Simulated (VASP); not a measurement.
Runs of VASP 6.6.1 on Mg3O. The structure is that of space group Pm-3m (No. 221), or close to it. The cells are those of the table. 

```tsv
task	spin	cell	k mesh	cutoff (eV)	gap on the mesh (eV)	pressure (GPa)	moment (μB)
single point	off	a = 3.959 Å, 4 atoms	4 × 4 × 4	520	none	7.6	-
relaxation of cell and atoms	off	relaxed from a = 4.141, b = 4.141, c = 4.074 Å, 4 atoms	12 × 12 × 12	600	none	0.0	-
single point	collinear, ferromagnetic start	a = 3.959 Å, 4 atoms	4 × 4 × 4	520	none	7.6	0.00
single point	collinear, ferromagnetic start	a = 3.944, b = 3.944, c = 3.903 Å, 4 atoms	6 × 6 × 6	520	none	(a)	0.00
single point	off	a = 4.121 Å, 4 atoms	12 × 12 × 12	520	none	-0.1	-
```

Alike in all rows: level PBE; potentials or basis VASP PAW PBE potentials, release 64 (Mg, O); smearing gaussian 0.1 eV.

Problem. Estimate the missing entries.

Solution. (a) 9.5.

Caveats: some runs use coarse meshes.

A gap of «none» marks levels without a gap at the run's occupations.
